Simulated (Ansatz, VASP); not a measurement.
# Ti3B2N: VASP beside Ansatz

```
Ti B N
1.0
     3.09192   -0.00026    0.00041
    -0.00052    5.35274    0.00236
     0.00099    0.00367    7.82815
Ti B N
6 4 2
Direct
  0.00005 0.33317 0.84595
  0.50006 0.83316 0.84596
  0.49995 0.16683 0.15405
  0.99996 0.66683 0.15405
  0.50000 0.49999 0.50001
  0.99999 0.00001 0.50000
  0.00003 0.33341 0.33068
  0.50004 0.83341 0.33069
  0.49995 0.16659 0.66932
  0.99995 0.66660 0.66931
  0.50001 0.50001 0.99999
  0.00001 0.99999 0.00001
```

Change from the starting cell: cell x2, atoms moved at random (sigma 0.05 Å) and cell strained at random (1.5 %), then relaxed without symmetry.

Alike in both runs: functional PBE; k mesh 8 × 4 × 4; occupations gaussian, width 0.2 eV; no spin polarisation.

Ansatz relaxed the structure, and its values are those at the end. VASP's run is a single point on that final structure, the one shown.

|  | VASP | Ansatz |
| --- | --- | --- |
| version | VASP 6.6.1 | Ansatz 0.2.0 |
| potentials or method | VASP PAW PBE potentials, release 64 (Ti_sv, B, N), cutoff 520 eV | scalar-relativistic, plane waves, PAW |
| valence electrons in the cell | 94 | 94 |

|  | VASP | Ansatz | Ansatz less VASP |
| --- | --- | --- | --- |
| gap on the k mesh at the Fermi level (eV) | none | none | - |
| pressure (GPa) | 0.1 | -0.1 | -0.13 |
| rms of the force components (eV/Å) | 0.010 | 0.005 | -0.0045 |

A gap of «none» marks a metal or a gap that the smearing closes. With one functional, cell and mesh, what is left measures potentials, basis and numerics.
